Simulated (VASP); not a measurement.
The system is Cu.

```
Cu
1.0
     0.00000    1.77302    1.77302
     1.77302    0.00000    1.77302
     1.77302    1.77302    0.00000
Cu
1
Cartesian
  0.0000 0.0000 0.0000
```

Base run:

* Program: VASP 6.6.1
* Functional: PBE
* Potentials or basis: VASP PAW PBE potentials, release 64 (Cu)
* Cutoff: 520 eV
* k mesh: 12 × 12 × 12
* Occupations: fermi-dirac, width 0.06 eV
* Spin: no spin polarisation

Its results: pressure 12.2 GPa.

Task: After a change of settings the same cell gave: pressure -3.4 GPa. Which change was it?
A. functional from PBE to PBEsol
B. functional from PBE to LDA; potentials or basis from VASP PAW PBE potentials, release 64 (Cu) to VASP PAW LDA potentials, release 64 (Cu)
C. functional from PBE to PBEsol; further incar settings from ALGO = Normal; EDIFF = 1e-06; NBANDS = 12 to ALGO = Normal; EDIFF = 1e-07; NBANDS = 12

Result: B.
